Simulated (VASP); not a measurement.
C: single point with PBE

C:

```
C
1.0
     1.61072    0.00000    0.00000
    -0.80536    1.39493    0.00000
     0.00000    0.00000    4.55580
C
2
Direct
  0.33333 0.66667 0.25000
  0.66667 0.33333 0.75000
```

```json
{"Program": "VASP 6.6.1", "Task": "single point", "Functional": "PBE", "Potentials or basis": "VASP PAW PBE potentials, release 64 (C)", "Cutoff": "520 eV", "k mesh": "23 × 23 × 13", "Occupations": "fermi-dirac, width 0.1 eV", "Spin": "no spin polarisation"}
```

- Pressure: 96.3 GPa
- Band gap on the k mesh: zero (bands 4 and 5 overlap by 4.48 eV)

Stress tensor (GPa, compression positive):
```
96.49  0.00  0.00
 0.00 96.49  0.00
 0.00  0.00 95.92
```

Levels at points of the mesh, in eV from the Fermi level:
```csv
k point,band 2,band 3,band 4,band 5,band 6,band 7
"(0.00, 0.00, 0.00)",-22.58,-14.60,-4.87,8.66,19.43,19.43
```

Wall time 24 s on 1 thread of Intel Xeon 8259CL (shared host), peak memory 0.14 GiB.

Caveat: the cell stands under pressure.
